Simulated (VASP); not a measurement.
Write the native input for VASP 6.6.1 that does the following.

```
Task                    : single point
Functional              : PBE
Potentials or basis     : VASP PAW PBE potentials, release 64 (Sb, Bi_d, S)
Cutoff                  : 520 eV
k mesh                  : 12 × 12 × 14
Occupations             : gaussian, width 0.1 eV
Spin                    : no spin polarisation
Dipole correction       : no
k mesh for the DOS      : 18 × 18 × 21
Occupations for the DOS : tetrahedron
Further INCAR settings  : ALGO = Normal; EDIFF = 1e-07; NBANDS = 20
```

The system is BiSbS.

```
Sb Bi S
1.0
     5.33227    0.00000    0.00000
    -2.66614    4.61788    0.00000
     0.00000    0.00000    3.12175
Sb Bi S
1 1 1
Direct
  0.33333 0.66667 0.50000
  0.66667 0.33333 0.50000
  0.00000 0.00000 0.00000
```

One way to write it, as run:

POSCAR

```
BiSbS
1.0
    5.3322707448      0.0000000000      0.0000000000
   -2.6661353724      4.6178819249      0.0000000000
    0.0000000000      0.0000000000      3.1217498641
Sb Bi S
1 1 1
Direct
    0.3333333333      0.6666666667      0.5000000000
    0.6666666667      0.3333333333      0.5000000000
    0.0000000000      0.0000000000      0.0000000000
```

INCAR.step1

```
SYSTEM = BiSbS
ALGO = Normal
EDIFF = 1E-7
ENCUT = 520
GGA = PE
ISIF = 2
ISMEAR = 0
LASPH = .TRUE.
LCHARG = .TRUE.
LREAL = .FALSE.
LWAVE = .FALSE.
NBANDS = 20
NELM = 100
PREC = Accurate
SIGMA = 0.1
```

KPOINTS.step1

```
k-points
0
G
  12 12 14
  0 0 0
```

INCAR.step2

```
SYSTEM = BiSbS
ALGO = Normal
EDIFF = 1E-7
ENCUT = 520
GGA = PE
ICHARG = 11
ISIF = 2
ISMEAR = -5
LASPH = .TRUE.
LCHARG = .FALSE.
LORBIT = 10
LREAL = .FALSE.
LWAVE = .FALSE.
NBANDS = 20
NEDOS = 1001
NELM = 100
PREC = Accurate
SIGMA = 0.1
```

KPOINTS.step2

```
k-points
0
G
  18 18 21
  0 0 0
```

Potentials or basis: VASP PAW PBE potentials, release 64 (Sb, Bi_d, S).

Launch:

```console
$ cat potpaw_PBE.64/Sb/POTCAR potpaw_PBE.64/Bi_d/POTCAR potpaw_PBE.64/S/POTCAR > POTCAR
$ cp INCAR.step1 INCAR
$ cp KPOINTS.step1 KPOINTS
$ mpirun -np 1 vasp_std > vasp.out
$ cp INCAR.step2 INCAR
$ cp KPOINTS.step2 KPOINTS
$ mpirun -np 1 vasp_std > vasp.out
```

Results of the run:

```yaml
Valence_electrons_inside_the_program's_atomic_spheres: Sb 2.33; Bi 12.73; S 3.57
```

It took 6.9 min on 1 thread of AMD EPYC 7R13 Processor (Zen 3) (shared host), peak memory 0.68 GiB.
